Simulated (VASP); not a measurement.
Write the native input for VASP 6.6.1 that does the following.

- Task: single point
- Functional: PBE
- Potentials or basis: VASP PAW PBE potentials, release 64 (C, H)
- Cutoff: 520 eV
- k mesh: 6 × 3 × 1
- Occupations: gaussian, width 0.1 eV
- Spin: no spin polarisation
- Dipole correction: yes
- Further INCAR settings: ALGO = Normal; EDIFF = 1e-07; NBANDS = 38

The structure of HC6 lies in POSCAR:

```
HC6
1.0
    4.9326910638      0.0000000000      0.0000000000
    0.0000000000      8.5222964205      0.0000000000
    0.0000000000      0.0000000000     22.9416055954
C H
12 2
Direct
    0.0000000000      0.0000000000      0.1743557130
    0.5000000000      0.0000000000      0.1743557130
    0.2500000000      0.0000000000      0.2053898368
    0.7500000000      0.0000000000      0.2053898368
    0.2500000000      0.0000000000      0.2674580844
    0.7500000000      0.0000000000      0.2674580844
    0.0000000000      0.0000000000      0.2977124344
    0.5000000000      0.0000000000      0.2977124344
    0.0000000000      0.0000000000      0.3626190265
    0.5000000000      0.0000000000      0.3626190265
    0.2500000000      0.0000000000      0.3897550046
    0.7500000000      0.0000000000      0.3897550046
    0.1841130438      0.0000000000      0.4791123075
    0.3158869562      0.0000000000      0.4791123075
```

These files were run (other wordings do the same):

INCAR

```
PREC     = Accurate       # precision mode
ENCUT    = 520            # plane-wave cutoff, eV
EDIFF    = 1E-7           # SCF threshold, eV
ISMEAR   = 0              # smearing method
SIGMA    = 0.1            # smearing width, eV
LREAL    = F              # projectors in reciprocal space
LASPH    = T              # aspherical terms in the spheres
NELM     = 80             # most SCF steps
ALGO     = Normal         # electronic algorithm
ISIF     = 2              # what is computed and relaxed
LWAVE    = F              # write WAVECAR
LCHARG   = F              # write CHGCAR
LDIPOL   = T            
IDIPOL   = 3            
DIPOL    = 0.5 0.5 0.311
GGA      = PE             # functional
NBANDS   = 38             # bands
```

KPOINTS

```
regular mesh
0
Gamma
  6 3 1
```

Potentials or basis: VASP PAW PBE potentials, release 64 (C, H).

Launch:

```bash
$ cat potpaw_PBE.64/C/POTCAR potpaw_PBE.64/H/POTCAR > POTCAR
$ mpirun -np 1 vasp_std > vasp.out
```

It gave:

```json
{
 "Largest force": "5.366 eV/Å",
 "Band gap on the k mesh": "0.05 eV"
}
```

It took 12 min on 1 thread of Intel(R) Xeon(R) Platinum 8375C CPU @ 2.90GHz (Ice Lake) (shared host), peak memory 0.93 GiB.
